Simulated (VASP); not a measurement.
The system is SrMg3.

```
CELL_PARAMETERS angstrom
3.56868 0.00000 0.00000
-1.78434 3.09057 0.00000
0.00000 0.00000 10.94239
ATOMIC_POSITIONS crystal
Sr 0.66667 0.33333 0.50000
Mg 0.66667 0.33333 0.00000
Mg 0.00000 0.00000 0.22818
Mg 0.00000 0.00000 0.77182
```

```yaml
Program: VASP 6.6.1
Task: relaxation of volume and atoms at fixed shape
Functional: LDA
Potentials_or_basis: VASP PAW LDA potentials, release 64 (Sr_sv, Mg)
Cutoff: 600 eV
k_mesh: 6 × 6 × 2
Occupations: fermi-dirac, width 0.05 eV
Spin: no spin polarisation
```

At the start: pressure -1.6 GPa; volume 30.17 Å³/atom.

Task: Where does the relaxation end?

Result: Over 8 steps the energy falls by 15.9 meV/atom and the volume is 27.78 Å³/atom (-7.9 %); space group P-6m2 (No. 187, to 0.1 Å) before and after.

The path:
| step | energy change (eV) | largest force (eV/Å) | pressure (GPa) | volume (Å³) |
| --- | --- | --- | --- | --- |
| 1 | 0.0000 | 0.1486 | -1.65 | 120.69 |
| 2 | -0.0432 | 0.1521 | -0.78 | 115.34 |
| 3 | -0.0548 | 0.1461 | 0.02 | 111.30 |
| 4 | -0.0548 | 0.1455 | 0.07 | 111.09 |
| 5 | -0.0571 | 0.1257 | 0.07 | 111.09 |
| 6 | -0.0620 | 0.0655 | 0.08 | 111.10 |
| 7 | -0.0624 | 0.0604 | 0.13 | 111.13 |
| 8 | -0.0638 | 0.0006 | 0.10 | 111.12 |

Final structure:
```
CELL_PARAMETERS angstrom
3.47175 0.00000 0.00000
-1.73587 3.00662 0.00000
0.00000 0.00000 10.64518
ATOMIC_POSITIONS crystal
Sr 0.66667 0.33333 0.50000
Mg 0.66667 0.33333 0.00000
Mg 0.00000 0.00000 0.22129
Mg 0.00000 0.00000 0.77871
```
